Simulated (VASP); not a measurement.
Set up this calculation in VASP 6.6.1, as the native input.

```yaml
Task: single point
Functional: PBEsol
Potentials_or_basis: VASP PAW PBE potentials, release 64 (Co)
Cutoff: 520 eV
k_mesh: 10 × 10 × 6
Occupations: fermi-dirac, width 0.1 eV
Spin: collinear spin, ferromagnetic start
Starting_moments: "[1.8, 1.8] μB"
Dipole_correction: no
Further_INCAR_settings: ALGO = Normal; EDIFF = 1e-06; NBANDS = 20
```

The structure of Co lies in POSCAR:

```
Co
1.0
    2.5074000000      0.0000000000      0.0000000000
   -1.2537000000      2.1714721000      0.0000000000
    0.0000000000      0.0000000000      4.0699000000
Co
2
Direct
    0.3333333300      0.6666666700      0.2500000000
    0.6666666700      0.3333333300      0.7500000000
```

These files were run (other wordings do the same):

INCAR

```
PREC = Accurate
ENCUT = 520
EDIFF = 1E-6
ISMEAR = -1
SIGMA = 0.1
LREAL = False
LASPH = True
NELM = 150
ALGO = Normal
ISIF = 2
LWAVE = False
LCHARG = False
ISPIN = 2
MAGMOM = 1.8 1.8
LORBIT = 11
LMAXMIX = 4
GGA = PS
NBANDS = 20
```

KPOINTS

```
Automatic mesh
0
Gamma
  10 10 6
```

Potentials or basis: VASP PAW PBE potentials, release 64 (Co).

Command:

```sh
$ cat potpaw_PBE.64/Co/POTCAR > POTCAR
$ mpirun -np 1 vasp_std > vasp.out
```

Results of the run:

```
Pressure                                              : -13.7 GPa
Net moment                                            : 3.30 μB per cell
Site moments                                          : Co +1.67 μB
Valence electrons inside the program's atomic spheres : Co 8.23
```

Caveat: the PAW data sets were made with another functional, which shifts forces and pressure a little.

Run time: 100 s on 1 thread of Intel Xeon 8259CL, with other jobs on the host, peak memory 0.17 GiB.
